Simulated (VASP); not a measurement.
Zr2Ir, 6 atoms in the cell. Symmetry: I4/mcm, No. 140, tetragonal system. Conventional cell: a = 6.293 Å, b = 6.293 Å, c = 5.420 Å, α = 90.00°, β = 90.00°, γ = 90.00°. Within 3.6 Å of Zr (site symmetry m2m) lie 4 Ir at 2.72 Å and 11 Zr at 2.88 to 3.39 Å. Ir (site symmetry 422) has 2 Ir at 2.71 Å and 8 Zr at 2.72 Å within 3.6 Å. 

```yaml
Program: VASP 6.6.1
Task: single point
Functional: PBEsol
Potentials_or_basis: VASP PAW PBE potentials, release 64 (Zr_sv, Ir)
Cutoff: 520 eV
k_mesh: 8 × 8 × 8
Occupations: gaussian, width 0.1 eV
Spin: no spin polarisation
Dipole_correction: no
Further_INCAR_settings: ALGO = Fast; EDIFF = 1e-07; NBANDS = 42
```

Potentials or basis: VASP PAW PBE potentials, release 64 (Zr_sv, Ir).

Command:

```sh
$ cat potpaw_PBE.64/Zr_sv/POTCAR potpaw_PBE.64/Ir/POTCAR > POTCAR
$ mpirun -np 1 vasp_std > vasp.out
```

Hardware: 1 thread of AMD EPYC 9R45 96-Core Processor (Zen 5) (shared host).

**Question.** How long does it take, and how much memory?

**Answer.** It took 11 min on 1 thread of AMD EPYC 9R45 96-Core Processor (Zen 5), with other jobs on the host, peak memory 0.35 GiB. Counts: scf iterations 41, k points 59.
